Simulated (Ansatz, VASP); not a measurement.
# Two plane-wave programs on LaLuAs2

INCAR

```
ALGO = Normal
EDIFF = 1E-6
ENCUT = 520
GGA = PE
ISIF = 2
ISMEAR = -1
LASPH = T
LCHARG = T
LELF = T
LREAL = F
LVHAR = T
LWAVE = F
NBANDS = 31
NELM = 100
PREC = Accurate
SIGMA = 0.02
```

File KPOINTS:

```
k-points
0
Gamma
  8 8 8
```

POSCAR

```
LaLuAs2
1.0
    2.1030128903      1.2141750583      6.8415678667
   -2.1030128903      1.2141750583      6.8415678667
    0.0000000000     -2.4283501167      6.8415678667
La Lu As
1 1 2
Direct
    1.0000000000      0.0000000000      0.0000000000
    0.5000000000      0.5000000000      0.5000000000
    0.2433640457      0.2433640457      0.2433640457
    0.7566359543      0.7566359543      0.7566359543
```

Input for Ansatz:

```yaml
crystal:
  lattice:
    - [2.1030128903, 1.2141750583, 6.8415678667]
    - [-2.1030128903, 1.2141750583, 6.8415678667]
    - [0.0, -2.4283501167, 6.8415678667]
  atoms:
    - { symbol: La, position: [1.0, 0.0, 0.0] }
    - { symbol: Lu, position: [0.5, 0.5, 0.5] }
    - { symbol: As, position: [0.2433640457, 0.2433640457, 0.2433640457] }
    - { symbol: As, position: [0.7566359543, 0.7566359543, 0.7566359543] }
kpoints:
  mp_grid: { grid: [8, 8, 8] }
  band_path:
    path:
      - [0.0, 0.0, 0.0]
      - [0.5, 0.5, 0.5]
      - [0.8123361966, 0.1876638034, 0.5]
      - [0.5, -0.1876638034, 0.1876638034]
      - [0.5, 0.0, 0.0]
      - [0.3438319017, -0.3438319017, 0.0]
      - [0.6561680983, 0.0, 0.3438319017]
      - [0.5, 0.0, 0.5]
    npoints: 1
hamiltonian:
  xc: pbe
scf:
  occupations: { method: fermi_dirac, width: 0.02 }
  n_extra_bands: 5
output:
  forces: true
  stress: true
  eigenvalues: true
```

Alike in both runs: task single point; functional PBE; k mesh 8 × 8 × 8; occupations fermi-dirac, width 0.02 eV; no spin polarisation.

```csv
,VASP,Ansatz
version,VASP 6.6.1,Ansatz 0.2.0
potentials or method,"VASP PAW PBE potentials, release 64 (La, Lu, As)","plane waves, PAW"
plane-wave cutoff (eV),520,420
valence electrons in the cell,46,66
```

|  | VASP | Ansatz | Ansatz less VASP |
| --- | --- | --- | --- |
| pressure (GPa) | 0.4 | 0.2 | -0.13 |
| traceless stress, the component that is largest in VASP (GPa) | -0.06 | -0.05 | +0.008 |
| rms of the force components (eV/Å) | 0.029 | 0.019 | -0.0094 |

Atom by atom the forces differ by 0.009 eV/Å (rms over components). The functional is the same, so the differences come from potentials, cutoffs and numerics. VASP's potentials hold 46 valence electrons a cell and Ansatz's 66, so a difference there can come from the potentials and not from the codes.

Spin-orbit coupling is off throughout.
